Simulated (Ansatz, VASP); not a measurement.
Au in VASP and in Ansatz

Contents of INCAR:

```
ALGO     = Normal         # electronic algorithm
EDIFF    = 1E-7           # SCF threshold, eV
ENCUT    = 520            # plane-wave cutoff, eV
GGA      = PE             # functional
ISIF     = 2              # what is computed and relaxed
ISMEAR   = 0              # smearing method
LASPH    = T              # aspherical terms in the spheres
LCHARG   = T              # write CHGCAR
LELF     = T              # ELF
LREAL    = F              # projectors in reciprocal space
LVHAR    = T            
LWAVE    = F              # write WAVECAR
NBANDS   = 12             # bands
NELM     = 80             # most SCF steps
PREC     = Accurate       # precision mode
SIGMA    = 0.15           # smearing width, eV
```

Contents of KPOINTS:

```
k-points
0
Gamma
  20 20 20
```

The input POSCAR:

```
Au
1.0
    0.0000000000      1.8818600000      2.2091400000
    1.8818600000      0.0000000000      2.2091400000
    1.8818600000      1.8818600000      0.0000000000
Au
1
Direct
    0.0000000000      0.0000000000      0.0000000000
```

Input for Ansatz:

```yaml
crystal:
  lattice:
    - [0.0, 1.88186, 2.20914]
    - [1.88186, 0.0, 2.20914]
    - [1.88186, 1.88186, 0.0]
  atoms:
    - { symbol: Au, position: [0.0, 0.0, 0.0] }
basis:
  ecutwfc: 420
kpoints:
  mp_grid: { grid: [20, 20, 20] }
hamiltonian:
  xc: pbe
scf:
  occupations: { method: gaussian, width: 0.15 }
output:
  forces: true
  stress: true
  eigenvalues: true
```

Change from the starting cell: strain -0.080 along x and y, +0.080 along z, atoms carried along.

Alike in both runs: task single point; functional PBE; k mesh 20 × 20 × 20; occupations gaussian, width 0.15 eV; no spin polarisation.

```csv
,VASP,Ansatz
version,VASP 6.6.1,Ansatz 0.2.0
potentials or method,"VASP PAW PBE potentials, release 64 (Au), cutoff 520 eV","scalar-relativistic, plane waves, PAW"
valence electrons in the cell,11,19
```

|  | VASP | Ansatz | Ansatz less VASP |
| --- | --- | --- | --- |
| gap on the k mesh at the Fermi level (eV) | none | none | - |
| pressure (GPa) | 31.2 | 31.6 | +0.43 |
| traceless stress, the component that is largest in VASP (GPa) | -11.01 | -11.07 | -0.065 |

A gap of «none» marks a metal or a gap that the smearing closes. Both programs put the cell under a high pressure, so it lies far from rest at this level. VASP's potentials hold 11 valence electrons a cell and Ansatz's 19, so a difference there can come from the potentials and not from the codes.

Neither program's run includes spin-orbit coupling.
